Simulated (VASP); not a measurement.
Set up this calculation in VASP 6.6.1, as the native input.

```yaml
Task: relaxation of shape and atoms at fixed volume
Functional: r2SCAN
Potentials_or_basis: VASP PAW PBE potentials, release 64 (H, La)
Cutoff: 600 eV
k_mesh: 8 × 8 × 8
Occupations: gaussian, width 0.05 eV
Spin: no spin polarisation
Dipole_correction: no
Further_INCAR_settings: ALGO = Normal; EDIFF = 1e-06; IBRION = 2; EDIFFG = -0.01; NSW = 60; ISIF = 4
```

LaH3:

```
CELL_PARAMETERS angstrom
-1.93284 1.93284 2.77785
1.93284 -1.93284 2.77785
1.93284 1.93284 -2.77785
ATOMIC_POSITIONS crystal
H 0.75000 0.25000 0.50000
H 0.25000 0.75000 0.50000
H 0.50000 0.50000 0.00000
La 0.00000 0.00000 0.00000
```

The input as run:

POSCAR

```
LaH3
1.0
   -1.9328364822      1.9328364822      2.7778476406
    1.9328364822     -1.9328364822      2.7778476406
    1.9328364822      1.9328364822     -2.7778476406
H La
3 1
Direct
    0.7500000000      0.2500000000      0.5000000000
    0.2500000000      0.7500000000      0.5000000000
    0.5000000000      0.5000000000      0.0000000000
    0.0000000000      0.0000000000      0.0000000000
```

INCAR.step1

```
PREC = Accurate ; ENCUT = 600
ISMEAR = 0 ; SIGMA = 0.05
LREAL = False ; LASPH = True
NELM = 60 ; GGA = PE
ALGO = Normal ; EDIFF = 1E-4
LWAVE = True ; LCHARG = False
```

INCAR.step2

```
PREC = Accurate ; ENCUT = 600
EDIFF = 1E-6 ; ISMEAR = 0
SIGMA = 0.05 ; LREAL = False
LASPH = True ; NELM = 60
ALGO = Normal ; ISIF = 4
LWAVE = False ; LCHARG = False
METAGGA = R2SCAN ; LMIXTAU = True
IBRION = 2 ; NSW = 60
EDIFFG = -0.01 ; ISTART = 1
```

KPOINTS

```
Automatic mesh
0
Gamma
  8 8 8
```

Potentials or basis: VASP PAW PBE potentials, release 64 (H, La).

Command:

```sh
$ cat potpaw_PBE.64/H/POTCAR potpaw_PBE.64/La/POTCAR > POTCAR
$ cp INCAR.step1 INCAR
$ mpirun -np 1 vasp_std > vasp.out
$ cp INCAR.step2 INCAR
$ mpirun -np 1 vasp_std > vasp.out
```

It gave:

* Pressure after relaxing: 3.3 GPa

Caveat: the relaxation stopped at its first step, so nothing moved; the PAW data sets were made with another functional, which shifts forces and pressure a little.

Wall time 5.5 min on 1 thread of Oxide Virtual Turin-like Processor, with other jobs on the host, peak memory 0.19 GiB.
